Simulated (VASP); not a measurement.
# SrO: dielectric tensor with r2SCAN

SrO:

```xyz
2
Lattice="0.0000 2.7923 2.7923 2.7923 0.0000 2.7923 2.7923 2.7923 0.0000" Properties=species:S:1:pos:R:3 pbc="T T T"
Sr    0.0000    0.0000    0.0000
O     1.3961    1.3961    1.3961
```

```json
{"Program": "VASP 6.6.1", "Task": "dielectric tensor", "Functional": "r2SCAN", "Potentials or basis": "VASP PAW PBE potentials, release 64 (Sr_sv, O)", "Cutoff": "520 eV", "k mesh": "6 × 6 × 6", "Occupations": "gaussian, width 0.01 eV", "Spin": "no spin polarisation", "Dipole correction": "no", "Further INCAR settings": "ALGO = Normal; EDIFF = 1e-08"}
```

The band gap on the k mesh is 2.91 eV (least direct gap 3.75 eV). The electronic dielectric tensor (diagonal) is 3.14. The born charges (mean of the diagonal) is Sr +2.13; O -2.13 e.

Levels at points of the mesh, in eV from the valence-band top:
```
           k point  band 4  band 5  band 6  band 7  band 8  band 9  band 10  band 11  band 12
(0.00, 0.00, 0.00)  -14.55  -14.55   -0.84   -0.84   -0.84    2.91     8.68     8.68    10.00
(0.50, 0.00, 0.00)  -14.64  -13.69   -0.70   -0.53   -0.53    5.64     7.64     8.19     8.19
(0.50, 0.50, 0.00)  -14.78  -13.36   -1.40   -0.01   -0.01    4.91     6.22    10.31    10.60
```

Electronic dielectric tensor:
```
3.14 0.00 0.00
0.00 3.14 0.00
0.00 0.00 3.14
```

Born effective charge tensors (e):
atom 1, Sr
```
2.13 0.00 0.00
0.00 2.13 0.00
0.00 0.00 2.13
```
atom 2, O
```
-2.13  0.00  0.00
 0.00 -2.13  0.00
 0.00  0.00 -2.13
```

Dipole moments of the cell (e·Å, modulo the quantum): ionic 8.377, 8.377, 8.377; electronic 0.017, 0.017, 0.022

Run time: 16 min on 1 thread of Intel(R) Xeon(R) 6975P-C (Granite Rapids), on a shared host, peak memory 0.31 GiB.

 A k mesh can miss the band edges.
